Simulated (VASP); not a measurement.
# GaP (F-43m) in VASP: settings compared

GaP is run at these levels: PBE, BLYP+D4, BLYP+D3(BJ); tasks: single point, relaxation of cell and atoms.

All numbers are computed with VASP 6.6.1; they aren't measurements. Logs are shortened: lines on timing, memory, paths and dates and some standing lists are left out, and cuts for length are marked.

**What was measured.**

From “Stacking defects in GaP nanowires: Electronic structure and optical properties”, 2018, arxiv:1810.01194, for a bulk crystal of GaP at 10 K: band gap 2.34 eV (indirect).

How close the calculation comes is told below.

**1. The cell of the first run**

It takes space group F-43m (No. 216, cubic). The conventional cell has a = 5.451 Å, b = 5.451 Å, c = 5.451 Å, α = 90.00°, β = 90.00°, γ = 90.00°. Within 3.1 Å of Ga (site symmetry -43m) lie 4 P at 2.36 Å. P (site symmetry -43m) has 4 Ga at 2.36 Å within 3.1 Å.

**2. Single point, PBE**

Input file INCAR:

```
SYSTEM = GaP
ALGO = Normal
EDIFF = 1E-7
ENCUT = 520
GGA = PE
ISIF = 2
ISMEAR = 0
LASPH = .True.
LCHARG = .False.
LREAL = .False.
LWAVE = .False.
NBANDS = 16
NELM = 60
PREC = Accurate
SIGMA = 0.027000000000000003
```

Input file KPOINTS:

```
k-points
0
Gamma
  8 8 8
  0 0 0
```

Input file POSCAR:

```
GaP
1.0
    0.0000000000      2.7252500000      2.7252500000
    2.7252500000      0.0000000000      2.7252500000
    2.7252500000      2.7252500000      0.0000000000
Ga P
1 1
Direct
    0.0000000000      0.0000000000      0.0000000000
    0.7500000000      0.7500000000      0.7500000000
```

Potentials or basis: VASP PAW PBE potentials, release 64 (Ga_d, P).

The run is started by

```bash
$ cat potpaw_PBE.64/Ga_d/POTCAR potpaw_PBE.64/P/POTCAR > POTCAR
$ mpirun -np 1 vasp_std > vasp.out
```

OUTCAR:

```text
SYSTEM = GaP
   EDIFF = 1E-7
   ENCUT = 520
   GGA = PE
   ISIF = 2
   ISMEAR = 0
   LASPH = .True.
   LREAL = .False.
   NELM = 60
   PREC = Accurate

 ion  position               nearest neighbor table
   1  0.000  0.000  0.000-   2 2.36   2 2.36   2 2.36   2 2.36
   2  0.750  0.750  0.750-   1 2.36   1 2.36   1 2.36   1 2.36

  LATTYP: Found a face centered cubic cell.
 ALAT       =     5.4505000000

  Lattice vectors:

 A1 = (   0.0000000000,   2.7252500000,   2.7252500000)
 A2 = (   2.7252500000,   0.0000000000,   2.7252500000)
 A3 = (   2.7252500000,   2.7252500000,   0.0000000000)

Analysis of symmetry for initial positions (statically):
[... 5 lines left out ...]
 face centered cubic supercell.

 Subroutine GETGRP returns: Found 24 space group operations
 (whereof 24 operations were pure point group operations)
 out of a pool of 48 trial point group operations.

The static configuration has the point symmetry T_d .

Analysis of symmetry for dynamics (positions and initial velocities):
[... 5 lines left out ...]
 face centered cubic supercell.

 Subroutine GETGRP returns: Found 24 space group operations
 (whereof 24 operations were pure point group operations)
 out of a pool of 48 trial point group operations.

The dynamic configuration has the point symmetry T_d .

 Subroutine INISYM returns: Found 24 space group operations
 (whereof 24 operations are pure point group operations),
 and found     1 'primitive' translations

----------------------------------------------------------------------------------------

                                     Primitive cell

  volume of cell :      40.4808

  direct lattice vectors                    reciprocal lattice vectors
     0.000000000  2.725250000  2.725250000    -0.183469406  0.183469406  0.183469406
     2.725250000  0.000000000  2.725250000     0.183469406 -0.183469406  0.183469406
     2.725250000  2.725250000  0.000000000     0.183469406  0.183469406 -0.183469406

  length of vectors
     3.854085511  3.854085511  3.854085511     0.317778334  0.317778334  0.317778334

  position of ions in fractional coordinates (direct lattice)
     0.000000000  0.000000000  0.000000000
     0.750000000  0.750000000  0.750000000

  ion indices of the primitive-cell ions
   primitive index   ion index
                 1           1
                 2           2

----------------------------------------------------------------------------------------

 KPOINTS: k-points

Automatic generation of k-mesh.
 Grid dimensions read from file:
 generate k-points for:    8    8    8

 Generating k-lattice:

  Cartesian coordinates                     Fractional coordinates (reciprocal lattice)
    -0.022933676  0.022933676  0.022933676     0.125000000  0.000000000  0.000000000
     0.022933676 -0.022933676  0.022933676     0.000000000  0.125000000  0.000000000
     0.022933676  0.022933676 -0.022933676     0.000000000  0.000000000  0.125000000

  Length of vectors
     0.039722292  0.039722292  0.039722292

  Shift w.r.t. Gamma in fractional coordinates (k-lattice)
     0.000000000  0.000000000  0.000000000

 Subroutine IBZKPT returns following result:
 ===========================================

 Found     29 irreducible k-points:

 Following reciprocal coordinates:
            Coordinates               Weight
  0.000000  0.000000  0.000000      1.000000
  0.125000  0.000000  0.000000      8.000000
  0.250000  0.000000  0.000000      8.000000
  0.375000  0.000000  0.000000      8.000000
  0.500000  0.000000  0.000000      4.000000
  0.125000  0.125000  0.000000      6.000000
[... 16 lines left out ...]
  0.500000  0.250000  0.125000     48.000000
 -0.375000  0.250000  0.125000     24.000000
 [... further k-points ...]
   k-points           NKPTS =     29   k-points in BZ     NKDIM =     29   number of bands    NBANDS=     16
   number of dos      NEDOS =    301   number of ions     NIONS =      2
   total plane-waves  NPLWV =  27000
   dimension x,y,z NGX =    30 NGY =   30 NGZ =   30
   dimension x,y,z NGXF=    60 NGYF=   60 NGZF=   60
   ions per type =               1   1
   NGX,Y,Z   is equivalent  to a cutoff of  12.94, 12.94, 12.94 a.u.
   NGXF,Y,Z  is equivalent  to a cutoff of  25.88, 25.88, 25.88 a.u.
 SYSTEM =  GaP
   PREC   = accura    normal or accurate (medium, high low for compatibility)
   ISTART =      0    job   : 0-new  1-cont  2-samecut
   ICHARG =      2    charge: 1-file 2-atom 10-const
   ISPIN  =      1    spin polarized calculation?
   LNONCOLLINEAR =      F non collinear calculations
   LSORBIT =      F    spin-orbit coupling
   LASPH  =      T    aspherical Exc in radial PAW
   ENCUT  =  520.0 eV  38.22 Ry    6.18 a.u.   7.17  7.17  7.17*2*pi/ulx,y,z
   NELM   =     60;   NELMIN=  2; NELMDL= -5     # of ELM steps
   EDIFF  = 0.1E-06   stopping-criterion for ELM
   LREAL  =      F    real-space projection
   EDIFFG = 0.1E-05   stopping-criterion for IOM
   NSW    =      0    number of steps for IOM
   IBRION =     -1    ionic relax: 0-MD 1-quasi-New 2-CG
   NFREE  =      0    steps in history (QN), initial steepest desc. (CG)
   ISIF   =      2    stress and relaxation
   ISYM   =      2    0-nonsym 1-usesym 2-fastsym
   POTIM  = 0.5000    time-step for ionic-motion
   TEBEG  =    0.0;   TEEND  =   0.0 temperature during run
   PSTRESS=    0.0 pullay stress
   NELECT =      18.0000    total number of electrons
   NUPDOWN=      -1.0000    fix difference up-down
   EMIN   =  10.00;   EMAX   =-10.00  energy-range for DOS
   EFERMI =   0.00;   METHOD = LEGACY
   ISMEAR =     0;   SIGMA  =   0.03  broadening in eV -4-tet -1-fermi 0-gaus
   EFERMI_NEDOS =   21; number of points for ismear=-14 and -15
   IALGO  =     38    algorithm
   IMIX   =      4    mixing-type and parameters
     AMIX     =   0.40;   BMIX     =  1.00
     AMIX_MAG =   1.60;   BMIX_MAG =  1.00
  volume/ion in A,a.u.               =      20.24       136.59
  Fermi-wavevector in a.u.,A,eV,Ry     =   1.249538  2.361284 21.243377  1.561344
  Thomas-Fermi vector in A             =   2.383574
   LORBIT       =      0    0 simple, 1 ext, 2 COOP (PROOUT), +10 PAW based schemes
   GGA     = PE    functional components
   LHFCALC =     F    Hartree Fock is set to
   AEXX    =    0.0000 exact exchange contribution
   IVDW    =     0    specifies the selected vdW correction
   LEPSILON=     F    determine dielectric tensor
   LRPA    =     F    only Hartree local field effects (RPA)
 non-spin polarized calculation
 Gauss-broadening in eV      SIGMA  =   0.03
  energy-cutoff  :      520.00
  volume of cell :       40.48
 maximum number of plane-waves:      1106
 NGX is ok and might be reduce to    30
   NGX = 15   NGY = 15   NGZ = 15

 number of electron      17.9999989 magnetization

 Free energy of the ion-electron system (eV)
  ---------------------------------------------------
  ext. energy  EPLUGINS =         0.00000000
  ---------------------------------------------------
  free energy    TOTEN  =        -9.11612143 eV

  energy without entropy =       -9.11612143  energy(sigma->0) =       -9.11612143

 E-fermi :   4.7750     XC(G=0):  -9.8328

 val. band max:        4.6525341634   @ k =   0.0000   0.0000   0.0000
 cond. band min:       6.2942618286   @ k =   0.3750   0.3750   0.0000
 fundamental gap:      1.6417276651
 Fermi energy:         4.7749505294

 k-point     1 :       0.0000    0.0000    0.0000
  band No.  band energies     occupation
      1      -9.8988      2.00000
      2      -9.8988      2.00000
      3      -9.8988      2.00000
      4      -9.7991      2.00000
      5      -9.7991      2.00000
      6      -7.8392      2.00000
[... 8 lines left out ...]
     15      14.4398      0.00000
     16      14.4398      0.00000

 k-point     2 :       0.1250    0.0000    0.0000
  band No.  band energies     occupation
      1      -9.9125      2.00000
      2      -9.8941      2.00000
      3      -9.8941      2.00000
      4      -9.7991      2.00000
      5      -9.7991      2.00000
      6      -7.6368      2.00000
[... 8 lines left out ...]
     15      13.8172      0.00000
     16      14.3550      0.00000

 k-point     3 :       0.2500    0.0000    0.0000
  band No.  band energies     occupation
      1      -9.9426      2.00000
      2      -9.8841      2.00000
      3      -9.8841      2.00000
      4      -9.7978      2.00000
      5      -9.7978      2.00000
      6      -7.0633      2.00000
[... 8 lines left out ...]
     15      13.6347      0.00000
     16      14.5816      0.00000

 k-point     4 :       0.3750    0.0000    0.0000
  band No.  band energies     occupation
      1      -9.9698      2.00000
      2      -9.8764      2.00000
      3      -9.8764      2.00000
      4      -9.7941      2.00000
      5      -9.7941      2.00000
      6      -6.2634      2.00000
[... 8 lines left out ...]
     15      14.8318      0.00000
     16      14.8318      0.00000

 k-point     5 :       0.5000    0.0000    0.0000
  band No.  band energies     occupation
      1      -9.9804      2.00000
      2      -9.8740      2.00000
      3      -9.8740      2.00000
      4      -9.7917      2.00000
      5      -9.7917      2.00000
      6      -5.7732      2.00000
[... 8 lines left out ...]
     15      16.3398      0.00000
     16      16.3398      0.00000

 k-point     6 :       0.1250    0.1250    0.0000
  band No.  band energies     occupation
      1      -9.9213      2.00000
      2      -9.8896      2.00000
      3      -9.8896      2.00000
      4      -9.8032      2.00000
      5      -9.7959      2.00000
      6      -7.5696      2.00000
[... 8 lines left out ...]
     15      14.6842      0.00000
     16      14.7219      0.00000

 k-point     7 :       0.2500    0.1250    0.0000
  band No.  band energies     occupation
      1      -9.9450      2.00000
      2      -9.8812      2.00000
      3      -9.8791      2.00000
      4      -9.8063      2.00000
      5      -9.7929      2.00000
      6      -7.1187      2.00000
[... 8 lines left out ...]
     15      14.6800      0.00000
     16      15.7914      0.00000

 k-point     8 :       0.3750    0.1250    0.0000
  band No.  band energies     occupation
      1      -9.9688      2.00000
      2      -9.8745      2.00000
      3      -9.8704      2.00000
      4      -9.8045      2.00000
      5      -9.7901      2.00000
      6      -6.3761      2.00000
[... 8 lines left out ...]
     15      15.5011      0.00000
     16      15.5402      0.00000

 k-point     9 :       0.5000    0.1250    0.0000
  band No.  band energies     occupation
      1      -9.9817      2.00000
      2      -9.8716      2.00000
      3      -9.8674      2.00000
      4      -9.7985      2.00000
      5      -9.7904      2.00000
      6      -5.6943      2.00000
[... 8 lines left out ...]
     15      16.3423      0.00000
     16      16.6106      0.00000
[... 172 lines left out ...]
 k-point    19 :       0.5000    0.3750    0.0000
  band No.  band energies     occupation
      1     -10.0084      2.00000
      2      -9.8431      2.00000
      3      -9.8385      2.00000
      4      -9.8277      2.00000
      5      -9.7806      2.00000
      6      -5.0901      2.00000
[... 8 lines left out ...]
     15      16.6701      0.00000
     16      17.8812      0.00000

 k-point    20 :      -0.3750    0.3750    0.0000
  band No.  band energies     occupation
      1     -10.0005      2.00000
      2      -9.8529      2.00000
      3      -9.8426      2.00000
      4      -9.8183      2.00000
      5      -9.7868      2.00000
      6      -4.9095      2.00000
[... 8 lines left out ...]
     15      15.0647      0.00000
     16      19.3530      0.00000

 k-point    21 :       0.5000    0.5000    0.0000
  band No.  band energies     occupation
      1     -10.0164      2.00000
      2      -9.8348      2.00000
      3      -9.8336      2.00000
      4      -9.8336      2.00000
      5      -9.7773      2.00000
      6      -4.8738      2.00000
[... 8 lines left out ...]
     15      17.0508      0.00000
     16      17.6512      0.00000

 k-point    22 :       0.3750    0.2500    0.1250
  band No.  band energies     occupation
      1      -9.9658      2.00000
      2      -9.8721      2.00000
      3      -9.8682      2.00000
      4      -9.8099      2.00000
      5      -9.7900      2.00000
      6      -6.5755      2.00000
[... 8 lines left out ...]
     15      15.7742      0.00000
     16      17.0761      0.00000

 k-point    23 :       0.5000    0.2500    0.1250
  band No.  band energies     occupation
      1      -9.9812      2.00000
      2      -9.8684      2.00000
      3      -9.8590      2.00000
      4      -9.8078      2.00000
      5      -9.7901      2.00000
      6      -5.8220      2.00000
[... 8 lines left out ...]
     15      16.1968      0.00000
     16      17.4873      0.00000

 k-point    24 :      -0.3750    0.2500    0.1250
  band No.  band energies     occupation
      1      -9.9869      2.00000
      2      -9.8679      2.00000
      3      -9.8558      2.00000
      4      -9.8042      2.00000
      5      -9.7918      2.00000
      6      -5.3673      2.00000
[... 8 lines left out ...]
     15      16.6576      0.00000
     16      17.1623      0.00000

 [... further k-points ...]
[... 5 lines left out ...]
  --------------------------------------------------------------------------------------
  -------------------------------------------------------------------------------------
  Total        0.6268804      0.6268804      0.6268804     -0.0000000      0.0000000     -0.0000000
  in kB       24.8111120     24.8111120     24.8111120     -0.0000000      0.0000000     -0.0000000
  external PRESSURE =      24.8111120 kB  Pullay stress =       0.0000000 kB

 VOLUME and BASIS-vectors are now :
 -----------------------------------------------------------------------------
  energy-cutoff  :      520.00
  volume of cell :       40.48
      direct lattice vectors                 reciprocal lattice vectors
     0.000000000  2.725250000  2.725250000    -0.183469406  0.183469406  0.183469406
     2.725250000  0.000000000  2.725250000     0.183469406 -0.183469406  0.183469406
     2.725250000  2.725250000  0.000000000     0.183469406  0.183469406 -0.183469406

 POSITION                                       TOTAL-FORCE (eV/Angst)
 -----------------------------------------------------------------------------------
      0.00000      0.00000      0.00000        -0.000000     -0.000000     -0.000000
      4.08788      4.08788      4.08788         0.000000      0.000000      0.000000
 -----------------------------------------------------------------------------------
    total drift:                               -0.000002     -0.000002     -0.000002

  FREE ENERGIE OF THE ION-ELECTRON SYSTEM (eV)
  ---------------------------------------------------
  free  energy   TOTEN  =        -9.1161214284 eV

  energy  without entropy=       -9.1161214284  energy(sigma->0) =       -9.11612143
```

Run time: 23 s. Hardware: 1 thread of Intel Xeon 6975P-C (Granite Rapids), shared host; peak memory 0.17 GiB.

What came out:

| Property | Result |
| --- | --- |
| Free energy | -9.1161 eV |
| Pressure | 2.5 GPa |
| Band gap on the k mesh | 1.64 eV, indirect (least direct gap 1.83 eV) |

**3. Single point, BLYP+D4**

This run uses another cell than the first one, of 20.13 Å³/atom, 0.995 times its volume.

Input file INCAR:

```
SYSTEM = GaP
AGGAC = 1.0
AGGAX = 1.0
ALDAC = 0.0
ALDAX = 1.0
ALGO = Normal
EDIFF = 1E-6
ENCUT = 520
GGA = B5
ISIF = 2
ISMEAR = -1
IVDW = 13
LASPH = .TRUE.
LCHARG = .FALSE.
LREAL = .FALSE.
LWAVE = .FALSE.
NBANDS = 16
NELM = 100
PREC = Accurate
SIGMA = 0.05
VDW_A1 = 0.44488865
VDW_A2 = 4.0933009
VDW_S6 = 1.0
VDW_S8 = 2.34076671
```

Input file KPOINTS:

```
k-points
0
G
  8 8 8
  0 0 0
```

Input file POSCAR:

```
GaP
1.0
    0.0000000000      2.7203075741      2.7203075741
    2.7203075741      0.0000000000      2.7203075741
    2.7203075741      2.7203075741      0.0000000000
Ga P
1 1
Direct
    0.0000000000      0.0000000000      0.0000000000
    0.7500000000      0.7500000000      0.7500000000
```

Potentials or basis: VASP PAW PBE potentials, release 64 (Ga_d, P).

The run is started by

```bash
$ cat potpaw_PBE.64/Ga_d/POTCAR potpaw_PBE.64/P/POTCAR > POTCAR
$ mpirun -np 1 vasp_std > vasp.out
```

Run time: 29 s. Hardware: 1 thread of Intel Xeon 6975P-C (Granite Rapids), shared host; peak memory 0.17 GiB.

It converged, with:

```yaml
Free_energy: -9.3177 eV
Pressure: 0.2 GPa
Band_gap_on_the_k_mesh: 1.70 eV, indirect (least direct gap 1.77 eV)
Dispersion_energy_per_atom: -0.790 eV
```

Levels at points of the mesh, in eV from the valence-band top:
```
           k point  band 7  band 8  band 9  band 10  band 11  band 12
(0.00, 0.00, 0.00)    0.00    0.00    0.00     1.77     3.94     3.94
(0.50, 0.00, 0.00)   -6.62   -1.12   -1.12     1.70     4.82     4.82
(0.50, 0.50, 0.00)   -6.79   -2.66   -2.66     1.82     1.93    10.61
```

Caveat: the PAW data sets were made with another functional, which shifts forces and pressure a little.

**4. Relaxation of cell and atoms, BLYP+D3(BJ)**

Input file INCAR:

```
AGGAC = 1.0 ; AGGAX = 1.0
ALDAC = 0.0 ; ALDAX = 1.0
ALGO = Normal ; EDIFF = 1E-6
EDIFFG = -0.01 ; ENCUT = 600
GGA = B5 ; IBRION = 2
ISIF = 3 ; ISMEAR = -1
IVDW = 12 ; LASPH = T
LCHARG = F ; LREAL = F
LWAVE = F ; NELM = 100
NSW = 60 ; PREC = Accurate
SIGMA = 0.05 ; VDW_A1 = 0.4298
VDW_A2 = 4.2359 ; VDW_S6 = 1.0
VDW_S8 = 2.6996
```

Input file KPOINTS:

```
k-points
0
Gamma
  8 8 8
```

Input file POSCAR:

```
GaP
1.0
    0.0000000000      2.7252500000      2.7252500000
    2.7252500000      0.0000000000      2.7252500000
    2.7252500000      2.7252500000      0.0000000000
Ga P
1 1
Direct
    0.0000000000      0.0000000000      0.0000000000
    0.7500000000      0.7500000000      0.7500000000
```

The run is started by

```bash
$ cat potpaw_PBE.64/Ga_d/POTCAR potpaw_PBE.64/P/POTCAR > POTCAR
$ mpirun -np 1 vasp_std > vasp.out
```

Run time: 56 s. Hardware: 1 thread of Intel Xeon 6975P-C (Granite Rapids), shared host; peak memory 0.2 GiB.

It converged, with:

```yaml
Free_energy: -9.1656 eV
Relaxed_volume: 20.27 Å³/atom
Relaxed_cell: a = 3.856 Å, b = 3.856 Å, c = 3.856 Å, α = 60.00°, β = 60.00°, γ = 60.00°
Space_group_after_relaxing_to_0.05_Å: F-43m (No. 216)
Energy_gained_by_relaxing: 0.0 meV/atom
Ionic_steps: 3
Pressure_after_relaxing: 0.0 GPa
Band_gap_on_the_k_mesh: 1.68 eV, indirect (least direct gap 1.71 eV)
Dispersion_energy_per_atom: -0.708 eV
```

Final structure:
```cif
data_structure
_symmetry_space_group_name_H-M 'P 1'
_symmetry_Int_Tables_number 1
_cell_length_a 3.8562
_cell_length_b 3.8562
_cell_length_c 3.8562
_cell_angle_alpha 60.000
_cell_angle_beta 60.000
_cell_angle_gamma 60.000
_cell_volume 40.55
loop_
_atom_site_label
_atom_site_type_symbol
_atom_site_fract_x
_atom_site_fract_y
_atom_site_fract_z
_atom_site_occupancy
Ga1 Ga 0.00000 0.00000 0.00000 1
P1 P 0.75000 0.75000 0.75000 1
```

Levels at points of the mesh, in eV from the valence-band top:
```tsv
k point	band 7	band 8	band 9	band 10	band 11	band 12
(0.00, 0.00, 0.00)	0.00	0.00	0.00	1.71	3.94	3.94
(0.50, 0.00, 0.00)	-6.58	-1.11	-1.11	1.68	4.82	4.82
(0.50, 0.50, 0.00)	-6.75	-2.64	-2.64	1.83	1.94	10.56
```

Caveat: the PAW data sets were made with another functional, which shifts forces and pressure a little.

[end of part 1 of 2]
